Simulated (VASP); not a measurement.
Here is a VASP 6.6.1 calculation.

INCAR

```
PREC     = Accurate       # precision mode
ENCUT    = 520            # plane-wave cutoff, eV
EDIFF    = 1E-6           # SCF threshold, eV
ISMEAR   = -1             # smearing method
SIGMA    = 0.05           # smearing width, eV
LREAL    = False          # projectors in reciprocal space
LASPH    = True           # aspherical terms in the spheres
NELM     = 80             # most SCF steps
ALGO     = Normal         # electronic algorithm
ISIF     = 2              # what is computed and relaxed
LWAVE    = False          # write WAVECAR
LCHARG   = False          # write CHGCAR
GGA      = PS             # functional
NBANDS   = 13             # bands
```

KPOINTS

```
regular mesh
0
Gamma
  5 5 5
```

Contents of POSCAR:

```
Pb
1.0
    0.0000000000      2.4750200000      2.4750200000
    2.4750200000      0.0000000000      2.4750200000
    2.4750200000      2.4750200000      0.0000000000
Pb
1
Direct
    0.0000000000      0.0000000000      0.0000000000
```

Potentials or basis: VASP PAW PBE potentials, release 64 (Pb_d).

Command:

```bash
$ cat potpaw_PBE.64/Pb_d/POTCAR > POTCAR
$ mpirun -np 1 vasp_std > vasp.out
```

Estimate the band gap on the k mesh.

zero (band 7 reaches 14.51 eV, above the bottom of band 8 at 6.49 eV).

Estimate the pressure.

-1.0 GPa.

Caveat: the k points lie up to 0.44 Å⁻¹ apart; the PAW data sets were made with another functional, which shifts forces and pressure a little; spin-orbit coupling is left out, which moves the levels of the heavy elements.
